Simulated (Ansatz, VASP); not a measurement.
# One calculation of ZnO, two programs

File INCAR:

```
  PREC = Accurate
  ENCUT = 600
  EDIFF = 1E-6
  ISMEAR = -1
  SIGMA = 0.02
  LREAL = False
  LASPH = True
  NELM = 120
  ALGO = Normal
  ISIF = 2
  LWAVE = False
  LCHARG = True
  GGA = CA
  LELF = True
  LVHAR = True
  NBANDS = 26
  GGA_COMPAT = False
```

KPOINTS

```
regular mesh
0
Gamma
  11 11 6
```

POSCAR

```
ZnO
1.0
    3.2493987239      0.0000000000      0.0000000000
   -1.6246993619      2.8140618419      0.0000000000
    0.0000000000      0.0000000000      5.0476860000
Zn O
2 2
Direct
    0.3333333333      0.6666666667      0.0000000000
    0.6666666667      0.3333333333      0.5000000000
    0.3333333333      0.6666666667      0.3821000000
    0.6666666667      0.3333333333      0.8821000000
```

Input for Ansatz:

```yaml
crystal:
  lattice:
    - [3.2493987239, 0.0, 0.0]
    - [-1.6246993619, 2.8140618419, 0.0]
    - [0.0, 0.0, 5.047686]
  atoms:
    - { symbol: Zn, position: [0.3333333333, 0.6666666667, 0.0] }
    - { symbol: Zn, position: [0.6666666667, 0.3333333333, 0.5] }
    - { symbol: O, position: [0.3333333333, 0.6666666667, 0.3821] }
    - { symbol: O, position: [0.6666666667, 0.3333333333, 0.8821] }
kpoints:
  mp_grid: { grid: [11, 11, 6] }
  band_path:
    path:
      - [0.0, 0.0, 0.0]
      - [0.5, 0.0, 0.0]
      - [0.3333333333, 0.3333333333, 0.0]
      - [0.0, 0.0, 0.0]
      - [0.0, 0.0, 0.5]
      - [0.5, 0.0, 0.5]
      - [0.3333333333, 0.3333333333, 0.5]
      - [0.0, 0.0, 0.5]
      - [0.5, 0.0, 0.5]
    npoints: 5
scf:
  occupations: { method: fermi_dirac, width: 0.02 }
hamiltonian:
  xc: lda
  pseudopotentials: { kind: all_electron, lapw: { basis_error: 0.0005 } }
output:
  forces: true
  stress: true
  eigenvalues: true
```

Change from the starting cell: zz strain of -3 %.

Alike in both runs: task single point; functional LDA; k mesh 11 × 11 × 6; occupations fermi-dirac, width 0.02 eV; no spin polarisation.

|  | VASP | Ansatz |
| --- | --- | --- |
| version | VASP 6.6.1 | Ansatz 0.2.0 |
| potentials or method | VASP PAW LDA potentials, release 64 (Zn, O), cutoff 600 eV | all-electron LAPW, scalar-relativistic |

```tsv
	VASP	Ansatz	Ansatz less VASP
gap on the k mesh at the Fermi level (eV)	0.83	0.83	+0.003
pressure (GPa)	-1.8	-2.7	-0.92
traceless stress, the component that is largest in VASP (GPa)	5.42	5.25	-0.174
rms of the force components (eV/Å)	0.157	0.146	-0.0110
```

LDA's correlation is that of Perdew and Zunger in VASP and of Perdew and Wang (1992) in Ansatz. Atom by atom the forces differ by 0.011 eV/Å (rms over components). Ansatz ran all-electron here, and VASP with PAW potentials.
